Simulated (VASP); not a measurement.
# SrLi8Nb7O23 (a cell with a defect) in VASP: further runs, part 2 of 2

VASP 6.6.1. Earlier steps stand in the parts before.

## 3. Single point, PBE

File INCAR:

```
SYSTEM = SrLi8Nb7O23
PREC = Accurate
ENCUT = 650
EDIFF = 1E-6
ISMEAR = 0
SIGMA = 0.01
LREAL = Auto
LASPH = .TRUE.
NELM = 120
ALGO = Normal
ISIF = 2
LWAVE = .FALSE.
LCHARG = .FALSE.
GGA = PE
NBANDS = 156
NELECT = 262.0
GGA_COMPAT = .FALSE.
ISYM = -1
```

File KPOINTS:

```
explicit points
1
Reciprocal
  0.25000000   0.25000000   0.25000000 1
```

File POSCAR:

```
SrLi8Nb7O23
1.0
    2.5949501352      1.4981951591      4.6722232478
   -5.1899002704      2.9963903182      9.3444464955
    0.0000000000     -5.9927806363      9.3444464955
Li Nb O Sr
8 7 23 1
Direct
    0.7125640404      0.3551516686      0.3685496017
    0.1954461445      0.1431771685      0.1256867043
    0.6504729139      0.3757060497      0.9080611978
    0.2519637740      0.1063721075      0.5997234124
    0.7092554818      0.8422425803      0.3865575287
    0.2152420033      0.6049406325      0.1144906298
    0.7719219595      0.8272772457      0.8493303042
    0.1946120631      0.6381463939      0.6016726666
    0.9540442444      0.4975682893      0.5036266399
    0.4935153221      0.2501955609      0.2588603575
    0.9852972551      0.5051270953      1.0086153423
    1.0010345339      1.0143036508      0.4937475873
    0.4858031551      0.7415692755      0.2596251043
    0.9687519703      1.0006112374      1.0259801297
    0.5040441153      0.7517903726      0.7532797691
    0.2821513238      0.3174642013      0.4434342030
    0.6364948605      0.4459506108      0.1372745328
    0.8844109365      0.1459414552      0.3167117181
    0.4317270499      0.0600369362      0.3728236643
    0.8232436372      0.1913226396      0.0655363359
    0.1406577060      0.3883439505      0.2014083289
    0.2959791009      0.3291648322      0.9621014406
    0.5907126608      0.4682825216      0.6048192064
    1.0750567204      0.1628209524      0.7877534828
    0.8518061093      0.1817041901      0.5460835732
    0.0126468959      0.3307923070      0.7380815629
    0.3096921727      0.8288343025      0.4183018260
    0.6100045955      0.9838003001      0.0777704310
    0.8839432144      0.6426639538      0.3110166632
    0.3740177769      0.5707400088      0.3859841267
    0.7665012342      0.7004913435      0.0692813542
    0.1072564858      0.8805029702      0.1988759779
    0.2874649903      0.8567014683      0.9218797513
    0.6698955579      0.9361362227      0.6279480530
    0.8955185587      0.6383461087      0.8204990713
    0.3686903146      0.5846962048      0.9063129559
    0.7940094983      0.6646926919      0.5877303555
    0.1598927617      0.8826787065      0.6890573042
    0.4917188976      0.2257070046      0.7756588789
```

Potentials or basis: VASP PAW PBE potentials, release 64 (Li_sv, Nb_sv, O, Sr_sv).

Run with:

```bash
> cat potpaw_PBE.64/Li_sv/POTCAR potpaw_PBE.64/Nb_sv/POTCAR potpaw_PBE.64/O/POTCAR potpaw_PBE.64/Sr_sv/POTCAR > POTCAR
> mpirun -np 1 vasp_std > vasp.out
```

OUTCAR:

```text
SYSTEM = SrLi8Nb7O23
   PREC = Accurate
   ENCUT = 650
   EDIFF = 1E-6
   ISMEAR = 0
   LREAL = Auto
   LASPH = .TRUE.
   NELM = 120
   ISIF = 2
   GGA = PE
   NELECT = 262.0
   ISYM = -1

 ion  position               nearest neighbor table
   1  0.713  0.355  0.369-  25 1.99  30 2.08  21 2.12  18 2.24  16 2.25  39 3.53
   2  0.195  0.143  0.126-  18 1.84  28 1.95  22 1.95  20 2.22  39 3.02
   3  0.650  0.376  0.908-  26 1.87  36 1.93  20 1.95  22 1.99  39 3.40  39 3.61
   4  0.252  0.106  0.600-  16 2.02  24 2.05  34 2.07  25 2.20  39 3.27
   5  0.709  0.842  0.387-  19 1.97  37 2.07  32 2.07  27 2.12
   6  0.215  0.605  0.114-  29 1.99  17 2.04  36 2.07  21 2.22
   7  0.772  0.827  0.849-  35 1.96  31 2.01  38 2.03  33 2.20  11 2.79  39 3.50
   8  0.195  0.638  0.602-  23 1.93  35 2.03  27 2.06  37 2.16  39 3.54
   9  0.954  0.498  0.504-  23 1.79  29 1.92  16 1.95  37 2.06  26 2.27  30 2.30  39 3.81
  10  0.494  0.250  0.259-  19 1.87  21 1.88  16 2.04  20 2.05  18 2.09  17 2.15
  11  0.985  0.505  0.009-  22 1.84  17 1.87  35 1.91  31 2.10  21 2.17  36 2.21   7 2.79  39 3.90

  12  0.001  0.014  0.494-  25 1.85  18 1.88  34 1.90  27 2.06  38 2.18  19 2.18  39 3.76
  13  0.486  0.742  0.260-  30 1.82  31 1.92  27 1.98  32 2.01  29 2.10  28 2.49
  14  0.969  0.001  0.026-  28 1.83  33 1.90  32 1.92  20 2.01  24 2.16  39 3.70  39 3.74
  15  0.504  0.752  0.753-  36 1.86  38 1.87  37 1.95  34 2.11  35 2.13  33 2.16
  16  0.282  0.317  0.443-   9 1.95   4 2.02  10 2.04   1 2.25
  17  0.636  0.446  0.137-  11 1.87   6 2.04  10 2.15
  18  0.884  0.146  0.317-   2 1.84  12 1.88  10 2.09   1 2.24
  19  0.432  0.060  0.373-  10 1.87   5 1.97  12 2.18
  20  0.823  0.191  0.066-   3 1.95  14 2.01  10 2.05   2 2.22  39 3.32
  21  0.141  0.388  0.201-  10 1.88   1 2.12  11 2.17   6 2.22
  22  0.296  0.329  0.962-  11 1.84   2 1.95   3 1.99  39 2.35
  23  0.591  0.468  0.605-   9 1.79   8 1.93  39 2.43
  24  0.075  0.163  0.788-  26 1.49   4 2.05  14 2.16  39 2.69  39 2.97
  25  0.852  0.182  0.546-  12 1.85   1 1.99   4 2.20  39 2.30
  26  0.013  0.331  0.738-  24 1.49   3 1.87   9 2.27  39 2.41  39 3.43
  27  0.310  0.829  0.418-  13 1.98  12 2.06   8 2.06   5 2.12
  28  0.610  0.984  0.078-  14 1.83   2 1.95  13 2.49  39 3.04
  29  0.884  0.643  0.311-   9 1.92   6 1.99  13 2.10
  30  0.374  0.571  0.386-  13 1.82   1 2.08   9 2.30
  31  0.767  0.700  0.069-  13 1.92   7 2.01  11 2.10
  32  0.107  0.881  0.199-  14 1.92  13 2.01   5 2.07
  33  0.287  0.857  0.922-  14 1.90  15 2.16   7 2.20
  34  0.670  0.936  0.628-  12 1.90   4 2.07  15 2.11
  35  0.896  0.638  0.820-  11 1.91   7 1.96   8 2.03  15 2.13
  36  0.369  0.585  0.906-  15 1.86   3 1.93   6 2.07  11 2.21
  37  0.794  0.665  0.588-  15 1.95   9 2.06   5 2.07   8 2.16
  38  0.160  0.883  0.689-  15 1.87   7 2.03  12 2.18
  39  0.492  0.226  0.776-  25 2.30  22 2.35  26 2.41  23 2.43  24 2.69  24 2.97   2 3.02  28 3.04
                             4 3.27  20 3.32   3 3.40  26 3.43   7 3.50   1 3.53   8 3.54   3 3.61

IMPORTANT INFORMATION: All symmetrisations will be switched off!
NOSYMM: (Re-)initialisation of all symmetry stuff for point group C_1.

----------------------------------------------------------------------------------------

                                     Primitive cell

  volume of cell :     435.9455

  direct lattice vectors                    reciprocal lattice vectors
     2.594950135  1.498195159  4.672223248     0.192681930  0.111244964  0.071343623
    -5.189900270  2.996390318  9.344446495    -0.096340965  0.055622482  0.035671811
     0.000000000 -5.992780636  9.344446495    -0.000000000 -0.111244964  0.035671811

  length of vectors
     5.550497727 11.100995454 11.100995454     0.233648626  0.116824313  0.116824313

  position of ions in fractional coordinates (direct lattice)
     0.712564040  0.355151669  0.368549602
     0.195446145  0.143177169  0.125686704
     0.650472914  0.375706050  0.908061198
     0.251963774  0.106372108  0.599723412
     0.709255482  0.842242580  0.386557529
     0.215242003  0.604940633  0.114490630
[... 31 lines left out ...]
     0.159892762  0.882678707  0.689057304
     0.491718898  0.225707005  0.775658879

  ion indices of the primitive-cell ions
   primitive index   ion index
                 1           1
                 2           2
                 3           3
                 4           4
                 5           5
                 6           6
[... 31 lines left out ...]
                38          38
                39          39

----------------------------------------------------------------------------------------

 KPOINTS: explicit points

Read explicit list of k-points.

 Found      1 k-points:

 Following reciprocal coordinates:
            Coordinates               Weight
  0.250000  0.250000  0.250000      1.000000
   k-points           NKPTS =      1   k-points in BZ     NKDIM =      1   number of bands    NBANDS=    156
   number of dos      NEDOS =    301   number of ions     NIONS =     39
   total plane-waves  NPLWV = 442368
   dimension x,y,z NGX =    48 NGY =   96 NGZ =   96
   dimension x,y,z NGXF=    96 NGYF=  192 NGZF=  192
   ions per type =               8   7  23   1
   NGX,Y,Z   is equivalent  to a cutoff of  14.38, 14.38, 14.38 a.u.
   NGXF,Y,Z  is equivalent  to a cutoff of  28.75, 28.75, 28.75 a.u.
 SYSTEM =  SrLi8Nb7O23
   PREC   = accura    normal or accurate (medium, high low for compatibility)
   ISTART =      0    job   : 0-new  1-cont  2-samecut
   ICHARG =      2    charge: 1-file 2-atom 10-const
   ISPIN  =      1    spin polarized calculation?
   LNONCOLLINEAR =      F non collinear calculations
   LSORBIT =      F    spin-orbit coupling
   LASPH  =      T    aspherical Exc in radial PAW
   ENCUT  =  650.0 eV  47.77 Ry    6.91 a.u.  11.54 23.08 23.08*2*pi/ulx,y,z
   NELM   =    120;   NELMIN=  2; NELMDL= -5     # of ELM steps
   EDIFF  = 0.1E-05   stopping-criterion for ELM
   LREAL  =      T    real-space projection
   EDIFFG = 0.1E-04   stopping-criterion for IOM
   NSW    =      0    number of steps for IOM
   IBRION =     -1    ionic relax: 0-MD 1-quasi-New 2-CG
   NFREE  =      0    steps in history (QN), initial steepest desc. (CG)
   ISIF   =      2    stress and relaxation
   ISYM   =     -1    0-nonsym 1-usesym 2-fastsym
   POTIM  = 0.5000    time-step for ionic-motion
   TEBEG  =    0.0;   TEEND  =   0.0 temperature during run
   PSTRESS=    0.0 pullay stress
   NELECT =     262.0000    total number of electrons
   NUPDOWN=      -1.0000    fix difference up-down
   EMIN   =  10.00;   EMAX   =-10.00  energy-range for DOS
   EFERMI =   0.00;   METHOD = LEGACY
   ISMEAR =     0;   SIGMA  =   0.01  broadening in eV -4-tet -1-fermi 0-gaus
   EFERMI_NEDOS =   21; number of points for ismear=-14 and -15
   IALGO  =     38    algorithm
   IMIX   =      4    mixing-type and parameters
     AMIX     =   0.40;   BMIX     =  1.00
     AMIX_MAG =   1.60;   BMIX_MAG =  1.00
  volume/ion in A,a.u.               =      11.18        75.43
  Fermi-wavevector in a.u.,A,eV,Ry     =   1.381543  2.610738 25.968923  1.908662
  Thomas-Fermi vector in A             =   2.506318
   LORBIT       =      0    0 simple, 1 ext, 2 COOP (PROOUT), +10 PAW based schemes
   GGA     = PE    functional components
   LHFCALC =     F    Hartree Fock is set to
   AEXX    =    0.0000 exact exchange contribution
   IVDW    =     0    specifies the selected vdW correction
   LEPSILON=     F    determine dielectric tensor
   LRPA    =     F    only Hartree local field effects (RPA)
 non-spin polarized calculation
 Gauss-broadening in eV      SIGMA  =   0.01
  energy-cutoff  :      650.00
  volume of cell :      435.95
 maximum number of plane-waves:     16398
 NGX is ok and might be reduce to    48
   NGX = 23   NGY = 47   NGZ = 47

 number of electron     262.0000002 magnetization

 Free energy of the ion-electron system (eV)
  ---------------------------------------------------
  ext. energy  EPLUGINS =         0.00000000
  ---------------------------------------------------
  free energy    TOTEN  =      -304.62514362 eV

  energy without entropy =     -304.62514362  energy(sigma->0) =     -304.62514362

 E-fermi :   3.6025     XC(G=0): -10.4528

 val. band max:        3.4772329396   @ k =   0.2500   0.2500   0.2500
 cond. band min:       6.4251331715   @ k =   0.2500   0.2500   0.2500
 fundamental gap:      2.9479002319
 Fermi energy:         3.6025006732

 k-point     1 :       0.2500    0.2500    0.2500
  band No.  band energies     occupation
      1     -51.2866      2.00000
      2     -51.2767      2.00000
      3     -51.2396      2.00000
      4     -51.1800      2.00000
      5     -51.1189      2.00000
      6     -50.9391      2.00000
[... 135 lines left out ...]
    142       7.6555      0.00000
    143       7.7099      0.00000
 [bands above 143 left out]

------------------------ aborting loop because EDIFF is reached ----------------------------------------

  FORCE on cell =-STRESS in cart. coord.  units (eV):
  Direction    XX          YY          ZZ          XY          YZ          ZX
  --------------------------------------------------------------------------------------
  -------------------------------------------------------------------------------------
  Total       -4.7097796      0.8924506     -3.1811801      0.5646877     -2.0252488      0.6923226
  in kB      -17.3092773      3.2799147    -11.6914021      2.0753278     -7.4431495      2.5444087
  external PRESSURE =      -8.5735882 kB  Pullay stress =       0.0000000 kB

 VOLUME and BASIS-vectors are now :
 -----------------------------------------------------------------------------
  energy-cutoff  :      650.00
  volume of cell :      435.95
      direct lattice vectors                 reciprocal lattice vectors
     2.594950135  1.498195159  4.672223248     0.192681930  0.111244964  0.071343623
    -5.189900270  2.996390318  9.344446495    -0.096340965  0.055622482  0.035671811
     0.000000000 -5.992780636  9.344446495    -0.000000000 -0.111244964  0.035671811

 POSITION                                       TOTAL-FORCE (eV/Angst)
 -----------------------------------------------------------------------------------
      0.00587     -0.07690     10.09185        -0.004537      0.003482      0.002020
     -0.23590     -0.03138      3.42555         0.002818      0.020208     -0.008834
     -0.26193     -3.34151     15.03525        -0.008011     -0.016471      0.002445
      0.10177     -2.89779      7.77530         0.002495     -0.002227      0.001030
     -2.53067      1.26974     14.79626        -0.002288      0.001085     -0.003838
     -2.58104      1.44900      7.72835         0.003796      0.000405     -0.011800
[... 31 lines left out ...]
     -4.16610     -1.24497     15.43406         0.002807      0.014006     -0.007129
      0.10459     -3.23536     11.65463         0.030253     -0.053850      0.008705
 -----------------------------------------------------------------------------------
    total drift:                                0.008243     -0.002032     -0.006219

  FREE ENERGIE OF THE ION-ELECTRON SYSTEM (eV)
  ---------------------------------------------------
  free  energy   TOTEN  =      -304.6251436162 eV

  energy  without entropy=     -304.6251436162  energy(sigma->0) =     -304.62514362
```

It took 7.9 min on 1 thread of Intel Xeon Platinum 8375C at 2.90GHz (Ice Lake), shared host; peak memory 0.89 GiB.

Results:

| Property | Result |
| --- | --- |
| Free energy | -304.6251 eV |
| Largest force | 0.172 eV/Å |

Forces on the atoms (eV/Å):
```
Li  -0.005  0.003  0.002
Li   0.003  0.020 -0.009
Li  -0.008 -0.016  0.002
Li   0.002 -0.002  0.001
Li  -0.002  0.001 -0.004
Li   0.004  0.000 -0.012
Li  -0.009  0.002  0.003
Li  -0.009 -0.003 -0.003
Nb   0.030  0.033  0.057
Nb   0.006  0.023  0.037
Nb   0.002 -0.001  0.041
Nb   0.030  0.025  0.006
Nb  -0.035  0.034  0.019
Nb   0.007  0.014  0.029
Nb   0.011  0.006  0.019
O   -0.010  0.010 -0.012
O    0.010 -0.010 -0.014
O   -0.017 -0.037 -0.006
O   -0.015 -0.006 -0.010
O    0.004 -0.022 -0.005
O    0.011  0.005 -0.007
O   -0.033 -0.022  0.038
O   -0.020  0.008 -0.004
O    0.109 -0.086 -0.096
O    0.030  0.049 -0.024
O   -0.134  0.099  0.043
O   -0.004  0.002 -0.006
O    0.008 -0.023 -0.011
O   -0.003 -0.016 -0.001
O    0.003 -0.022 -0.018
O    0.012 -0.009 -0.006
O    0.014  0.005 -0.002
O   -0.005  0.006 -0.005
O    0.002 -0.017 -0.011
O   -0.005 -0.010 -0.014
O   -0.020  0.007 -0.005
O    0.001 -0.009 -0.013
O    0.003  0.014 -0.007
Sr   0.030 -0.054  0.009
```

Levels at points of the mesh, in eV from the Fermi level:
```tsv
k point	band 128	band 129	band 130	band 131	band 132	band 133	band 134	band 135
(0.25, 0.25, 0.25)	-0.59	-0.53	-0.46	-0.13	2.82	2.95	3.21	3.33
```

Caveat: the cell carries a net charge on a neutralising background, which shifts energy and pressure; the cell is charged against a uniform background, so pressure and absolute levels hang on convention.
